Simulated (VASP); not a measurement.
# Se (P3_221) in VASP: notebook, part 2 of 2

VASP 6.6.1. The steps go on from the part before.

### Step 3. Single point, PBEsol (volume scaled by 0.98)

The input, INCAR:

```
SYSTEM = Se
ALGO = Normal
EDIFF = 1E-6
ENCUT = 520
GGA = PS
ISIF = 2
ISMEAR = -1
LASPH = .TRUE.
LCHARG = .FALSE.
LREAL = .FALSE.
LWAVE = .FALSE.
NBANDS = 16
NELM = 60
PREC = Accurate
SIGMA = 0.02
```

The input, KPOINTS:

```
k-points
0
G
  8 8 6
  0 0 0
```

The input, POSCAR:

```
Se
1.0
    4.3259394702      0.0000000000      0.0000000000
   -2.1629697351      3.7463734764      0.0000000000
    0.0000000000      0.0000000000      4.9162312139
Se
3
Direct
    0.2170000000      0.0000000000      0.1666666667
    0.0000000000      0.2170000000      0.8333333333
    0.7830000000      0.7830000000      0.5000000000
```

Potentials or basis: VASP PAW PBE potentials, release 64 (Se).

On the command line:

```sh
$ cat potpaw_PBE.64/Se/POTCAR > POTCAR
$ mpirun -np 1 vasp_std > vasp.out
```

OUTCAR:

```text
SYSTEM = Se
   EDIFF = 1E-6
   ENCUT = 520
   GGA = PS
   ISIF = 2
   ISMEAR = -1
   LASPH = .TRUE.
   LREAL = .FALSE.
   NELM = 60
   PREC = Accurate

 ion  position               nearest neighbor table
   1  0.217  0.000  0.167-   3 2.31   2 2.31
   2  0.000  0.217  0.833-   3 2.31   1 2.31
   3  0.783  0.783  0.500-   2 2.31   1 2.31

  LATTYP: Found a hexagonal cell.
 ALAT       =     4.3259394702
 C/A-ratio  =     1.1364539998

  Lattice vectors:

 A1 = (   4.3259394702,   0.0000000000,   0.0000000000)
 A2 = (  -2.1629697351,   3.7463734764,   0.0000000000)
 A3 = (   0.0000000000,   0.0000000000,   4.9162312139)

Analysis of symmetry for initial positions (statically):
=====================================================================
 Subroutine PRICEL returns:
 Original cell was already a primitive cell.

 Routine SETGRP: Setting up the symmetry group for a
 hexagonal supercell.

 Subroutine GETGRP returns: Found  6 space group operations
 (whereof  2 operations were pure point group operations)
 out of a pool of 24 trial point group operations.

The static configuration has the point symmetry C_2 .
 The point group associated with its full space group is D_3 .

Analysis of symmetry for dynamics (positions and initial velocities):
=====================================================================
 Subroutine PRICEL returns:
 Original cell was already a primitive cell.

 Routine SETGRP: Setting up the symmetry group for a
 hexagonal supercell.

 Subroutine GETGRP returns: Found  6 space group operations
 (whereof  2 operations were pure point group operations)
 out of a pool of 24 trial point group operations.

The dynamic configuration has the point symmetry C_2 .
 The point group associated with its full space group is D_3 .

 Subroutine INISYM returns: Found  6 space group operations
 (whereof  2 operations are pure point group operations),
 and found     1 'primitive' translations

----------------------------------------------------------------------------------------

                                     Primitive cell

  volume of cell :      79.6753

  direct lattice vectors                    reciprocal lattice vectors
     4.325939470  0.000000000  0.000000000     0.231163660  0.133462401  0.000000000
    -2.162969735  3.746373476  0.000000000     0.000000000  0.266924802  0.000000000
     0.000000000  0.000000000  4.916231214     0.000000000  0.000000000  0.203407846

  length of vectors
     4.325939470  4.325939470  4.916231214     0.266924802  0.266924802  0.203407846

  position of ions in fractional coordinates (direct lattice)
     0.217000000  0.000000000  0.166666667
     0.000000000  0.217000000  0.833333333
     0.783000000  0.783000000  0.500000000

  ion indices of the primitive-cell ions
   primitive index   ion index
                 1           1
                 2           2
                 3           3

----------------------------------------------------------------------------------------

 KPOINTS: k-points

Automatic generation of k-mesh.
 Grid dimensions read from file:
 generate k-points for:    8    8    6

 Generating k-lattice:

  Cartesian coordinates                     Fractional coordinates (reciprocal lattice)
     0.028895457  0.016682800  0.000000000     0.125000000  0.000000000  0.000000000
     0.000000000  0.033365600  0.000000000     0.000000000  0.125000000  0.000000000
     0.000000000  0.000000000  0.033901308     0.000000000  0.000000000  0.166666667

  Length of vectors
     0.033365600  0.033365600  0.033901308

  Shift w.r.t. Gamma in fractional coordinates (k-lattice)
     0.000000000  0.000000000  0.000000000

 Subroutine IBZKPT returns following result:
 ===========================================

 Found     50 irreducible k-points:

 Following reciprocal coordinates:
            Coordinates               Weight
  0.000000  0.000000  0.000000      1.000000
  0.125000  0.000000  0.000000      6.000000
  0.250000  0.000000  0.000000      6.000000
  0.375000  0.000000  0.000000      6.000000
  0.500000  0.000000  0.000000      3.000000
  0.125000  0.125000  0.000000      6.000000
[... 16 lines left out ...]
 -0.125000  0.500000  0.166667     12.000000
  0.250000  0.250000  0.166667     12.000000
 [... further k-points ...]
   k-points           NKPTS =     50   k-points in BZ     NKDIM =     50   number of bands    NBANDS=     16
   number of dos      NEDOS =    301   number of ions     NIONS =      3
   total plane-waves  NPLWV =  40960
   dimension x,y,z NGX =    32 NGY =   32 NGZ =   40
   dimension x,y,z NGXF=    64 NGYF=   64 NGZF=   80
   ions per type =               3
   NGX,Y,Z   is equivalent  to a cutoff of  12.30, 12.30, 13.53 a.u.
   NGXF,Y,Z  is equivalent  to a cutoff of  24.60, 24.60, 27.05 a.u.
 SYSTEM =  Se
   PREC   = accura    normal or accurate (medium, high low for compatibility)
   ISTART =      0    job   : 0-new  1-cont  2-samecut
   ICHARG =      2    charge: 1-file 2-atom 10-const
   ISPIN  =      1    spin polarized calculation?
   LNONCOLLINEAR =      F non collinear calculations
   LSORBIT =      F    spin-orbit coupling
   LASPH  =      T    aspherical Exc in radial PAW
   ENCUT  =  520.0 eV  38.22 Ry    6.18 a.u.   8.04  8.04  9.14*2*pi/ulx,y,z
   NELM   =     60;   NELMIN=  2; NELMDL= -5     # of ELM steps
   EDIFF  = 0.1E-05   stopping-criterion for ELM
   LREAL  =      F    real-space projection
   EDIFFG = 0.1E-04   stopping-criterion for IOM
   NSW    =      0    number of steps for IOM
   IBRION =     -1    ionic relax: 0-MD 1-quasi-New 2-CG
   NFREE  =      0    steps in history (QN), initial steepest desc. (CG)
   ISIF   =      2    stress and relaxation
   ISYM   =      2    0-nonsym 1-usesym 2-fastsym
   POTIM  = 0.5000    time-step for ionic-motion
   TEBEG  =    0.0;   TEEND  =   0.0 temperature during run
   PSTRESS=    0.0 pullay stress
   NELECT =      18.0000    total number of electrons
   NUPDOWN=      -1.0000    fix difference up-down
   EMIN   =  10.00;   EMAX   =-10.00  energy-range for DOS
   EFERMI =   0.00;   METHOD = LEGACY
   ISMEAR =    -1;   SIGMA  =   0.02  broadening in eV -4-tet -1-fermi 0-gaus
   EFERMI_NEDOS =   21; number of points for ismear=-14 and -15
   IALGO  =     38    algorithm
   IMIX   =      4    mixing-type and parameters
     AMIX     =   0.40;   BMIX     =  1.00
     AMIX_MAG =   1.60;   BMIX_MAG =  1.00
  volume/ion in A,a.u.               =      26.56       179.23
  Fermi-wavevector in a.u.,A,eV,Ry     =   0.997067  1.884184 13.526135  0.994143
  Thomas-Fermi vector in A             =   2.129198
   LORBIT       =      0    0 simple, 1 ext, 2 COOP (PROOUT), +10 PAW based schemes
   GGA     = PS    functional components
   LHFCALC =     F    Hartree Fock is set to
   AEXX    =    0.0000 exact exchange contribution
   IVDW    =     0    specifies the selected vdW correction
   LEPSILON=     F    determine dielectric tensor
   LRPA    =     F    only Hartree local field effects (RPA)
 non-spin polarized calculation
  energy-cutoff  :      520.00
  volume of cell :       79.68
 maximum number of plane-waves:      2158
   NGX = 17   NGY = 17   NGZ = 19

 number of electron      17.9999999 magnetization

 Free energy of the ion-electron system (eV)
  ---------------------------------------------------
  ext. energy  EPLUGINS =         0.00000000
  ---------------------------------------------------
  free energy    TOTEN  =       -11.36771078 eV

  energy without entropy =      -11.36771078  energy(sigma->0) =      -11.36771078

 E-fermi :   3.2947     XC(G=0):  -9.1145

 val. band max:        2.8721571148   @ k =   0.5000   0.0000   0.5000
 cond. band min:       3.9445915509   @ k =   0.3750   0.2500   0.5000
 fundamental gap:      1.0724344361
 Fermi energy:         3.2947195381

 k-point     1 :       0.0000    0.0000    0.0000
  band No.  band energies     occupation
      1     -13.4891      2.00000
      2      -9.0519      2.00000
      3      -9.0519      2.00000
      4      -1.2040      2.00000
      5      -1.2040      2.00000
      6      -1.0581      2.00000
[... 8 lines left out ...]
     15       9.0550      0.00000
     16      11.1219      0.00000
[... 419 lines left out ...]
 k-point    24 :       0.2500    0.2500    0.1667
  band No.  band energies     occupation
      1     -12.9100      2.00000
      2     -10.1910      2.00000
      3      -8.3936      2.00000
      4      -2.7029      2.00000
      5      -2.4030      2.00000
      6      -0.6409      2.00000
[... 8 lines left out ...]
     15      11.4421      0.00000
     16      12.3674      0.00000

 [... further k-points ...]
[... 5 lines left out ...]
  --------------------------------------------------------------------------------------
  -------------------------------------------------------------------------------------
  Total        1.6879862      1.6879862      3.3902284     -0.0000000      0.0000000      0.0000000
  in kB       33.9434260     33.9434260     68.1735229     -0.0000000      0.0000000      0.0000000
  external PRESSURE =      45.3534583 kB  Pullay stress =       0.0000000 kB

 VOLUME and BASIS-vectors are now :
 -----------------------------------------------------------------------------
  energy-cutoff  :      520.00
  volume of cell :       79.68
      direct lattice vectors                 reciprocal lattice vectors
     4.325939470  0.000000000  0.000000000     0.231163660  0.133462401  0.000000000
    -2.162969735  3.746373476  0.000000000     0.000000000  0.266924802  0.000000000
     0.000000000  0.000000000  4.916231214     0.000000000  0.000000000  0.203407846

 POSITION                                       TOTAL-FORCE (eV/Angst)
 -----------------------------------------------------------------------------------
      0.93873      0.00000      0.81937         1.329143     -0.000000     -0.000000
     -0.46936      0.81296      4.09686        -0.664571      1.151072      0.000000
      1.69361      2.93341      2.45812        -0.664571     -1.151072      0.000000
 -----------------------------------------------------------------------------------
    total drift:                               -0.000000     -0.000000     -0.000000

  FREE ENERGIE OF THE ION-ELECTRON SYSTEM (eV)
  ---------------------------------------------------
  free  energy   TOTEN  =       -11.3677107770 eV

  energy  without entropy=      -11.3677107770  energy(sigma->0) =      -11.36771078
```

stdout:

```text
POSCAR found type information on POSCAR Se
 POSCAR found :  1 types and       3 ions
 scaLAPACK will be used
 -----------------------------------------------------------------------------
|                                                                             |
|                                                                             |
|     You enforced a specific xc type in the INCAR file but a different       |
|     I HOPE YOU KNOW WHAT YOU ARE DOING!                                     |
|                                                                             |
 -----------------------------------------------------------------------------

 LDA part: xc-table for (Slater+PW92), standard interpolation
 POSCAR, INCAR and KPOINTS ok, starting setup
 FFT: planning ... GRIDC
 FFT: planning ... GRID_SOFT
 FFT: planning ... GRID
 WAVECAR not read
 entering main loop
```

It took 46 s on 1 thread of AMD EPYC 7R43 (Zen 3), shared host; peak memory 0.17 GiB.

Results:

| Item | Value |
| --- | --- |
| Free energy | -11.3677 eV |
| Pressure | 4.5 GPa |
| Largest force | 1.329 eV/Å |
| Band gap on the k mesh | 1.07 eV, indirect (least direct gap 1.14 eV) |

Forces on the atoms (eV/Å):
```
Se   1.329  0.000  0.000
Se  -0.665  1.151  0.000
Se  -0.665 -1.151  0.000
```

Caveat: the PAW data sets were made with another functional, which shifts forces and pressure a little.
